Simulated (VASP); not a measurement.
The system is V.

```xyz
1
Lattice="-1.5244 1.5244 1.5244 1.5244 -1.5244 1.5244 1.5244 1.5244 -1.5244" Properties=species:S:1:pos:R:3 pbc="T T T"
V     0.0000    0.0000    0.0000
```

Base run:

- Program: VASP 6.6.1
- Functional: r2SCAN
- Potentials or basis: VASP PAW PBE potentials, release 64 (V_sv)
- Cutoff: 520 eV
- k mesh: 12 × 12 × 12
- Occupations: fermi-dirac, width 0.05 eV
- Spin: collinear spin, ferromagnetic start
- Starting moments: [2.0] μB

Its results: pressure -10.6 GPa; net moment 0.00 μB per cell.

Task: After a change of settings the same cell gave: pressure -19.7 GPa; net moment 0.00 μB per cell. Which change was it?
A. functional from r2SCAN to revPBE; dispersion from none to D3(BJ)
B. functional from r2SCAN to PBE
C. functional from r2SCAN to PBEsol; dispersion from none to D4

Result: A.

Caveats: the PAW data sets were made with another functional, which shifts forces and pressure a little; pairwise dispersion overbinds metals, which lowers pressure and volume (some runs).
